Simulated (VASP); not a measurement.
The system is Mg2Si.

```
CELL_PARAMETERS angstrom
0.01518 3.16830 3.16830
3.16830 0.01518 3.16830
3.16830 3.16830 0.01518
ATOMIC_POSITIONS crystal
Si 0.00000 0.00000 0.00000
Mg 0.24982 0.24982 0.24982
Mg 0.75018 0.75018 0.75018
```

This cell differs from its parent crystal: epitaxial 111 strain -0.5%.

Base run:

- Program: VASP 6.6.1
- Functional: PBE
- Potentials or basis: VASP PAW PBE potentials, release 64 (Si, Mg)
- Cutoff: 600 eV
- k mesh: 8 × 8 × 8
- Occupations: fermi-dirac, width 0.02 eV
- Spin: no spin polarisation

Its results: band gap on the k mesh 0.17 eV (least direct gap 1.94 eV); pressure 1.0 GPa.

Problem. The run is repeated on the same cell with these changes: functional from PBE to r2SCAN; cutoff from 600 eV to 660 eV; occupations from fermi-dirac, width 0.02 eV to gaussian, width 0.01 eV. What comes out?

Solution. Band gap on the k mesh 0.42 eV (least direct gap 2.47 eV); pressure 0.2 GPa.

Caveats: the PAW data sets were made with another functional, which shifts forces and pressure a little (at least some runs).

A k mesh can miss the band edges.
